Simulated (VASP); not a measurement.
Crystal: AlN.

```xyz
2
Lattice="0.0000 1.9690 1.9690 1.9690 0.0000 1.9690 1.9690 1.9690 0.0000" Properties=species:S:1:pos:R:3 pbc="T T T"
Al    0.0000    0.0000    0.0000
N     1.9690    1.9690    1.9690
```

| Quantity | Value |
| --- | --- |
| Program | VASP 6.6.1 |
| Task | relaxation of cell and atoms |
| Functional | RPBE |
| Potentials or basis | VASP PAW PBE potentials, release 64 (Al, N) |
| Cutoff | 600 eV |
| k mesh | 10 × 10 × 10 |
| Occupations | gaussian, width 0.01 eV |
| Spin | no spin polarisation |

At the start: pressure 34.9 GPa; volume 7.63 Å³/atom.

**Question.** How do energy, volume and symmetry change on relaxing?

**Answer.** Over 4 steps the energy falls by 91.7 meV/atom and the volume is 8.56 Å³/atom (+12.1 %); space group Fm-3m (No. 225, to 0.1 Å) before and after.

The path:
| step | energy change (eV) | largest force (eV/Å) | pressure (GPa) | volume (Å³) |
| --- | --- | --- | --- | --- |
| 1 | 0.0000 | 0.0000 | 34.87 | 15.27 |
| 2 | -0.0209 | 0.0000 | -22.31 | 19.24 |
| 3 | -0.1834 | 0.0000 | -0.48 | 17.16 |
| 4 | -0.1835 | 0.0000 | 0.07 | 17.12 |

Final structure:
```yaml
crystal:
  lattice:
    - [0.00000, 2.04555, 2.04555]
    - [2.04555, 0.00000, 2.04555]
    - [2.04555, 2.04555, 0.00000]
  atoms:
    - { symbol: Al, position: [0.00000, 0.00000, 0.00000] }
    - { symbol: N, position: [0.50000, 0.50000, 0.50000] }
```

Caveat: the PAW data sets were made with another functional, which shifts forces and pressure a little.
